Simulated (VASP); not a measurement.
Runs of VASP 6.6.1 on AlBSb2. The structure is that of space group I-42d (No. 122), or close to it. The cells are those of the table. 

```csv
level,cell,gap on the mesh (eV),pressure (GPa),largest force (eV/Å)
r2SCAN,"a = 6.847 Å, angles 130.6, 130.6, 72.5°, 8 atoms",0.80,(c),-
PBE,"a = 6.807 Å, angles 130.5, 130.5, 72.6°, 8 atoms",0.56,(b),0.02
r2SCAN,"a = 6.985 Å, angles 130.6, 130.6, 72.5°, 8 atoms",0.88,-1.8,0.03
r2SCAN,"a = 7.052 Å, angles 130.6, 130.6, 72.5°, 8 atoms",0.91,-3.6,0.04
r2SCAN,"a = 6.917 Å, angles 130.6, 130.6, 72.5°, 8 atoms",0.84,0.3,(a)
```

Alike in all rows: task single point; potentials or basis VASP PAW PBE potentials, release 64 (B, Sb, Al); no spin polarisation; k mesh 6 × 6 × 6; cutoff (eV) 520; smearing gaussian 0.01 eV.

Task: Fill in the values left out.

Result: (a) 0.01; (b) 5.2; (c) 2.8.

Caveats: spin-orbit coupling is left out, which moves the levels of the heavy elements; the PAW data sets were made with another functional, which shifts forces and pressure a little (some runs).

A k mesh can miss the band edges, and the runs leave out spin-orbit coupling on Sb.
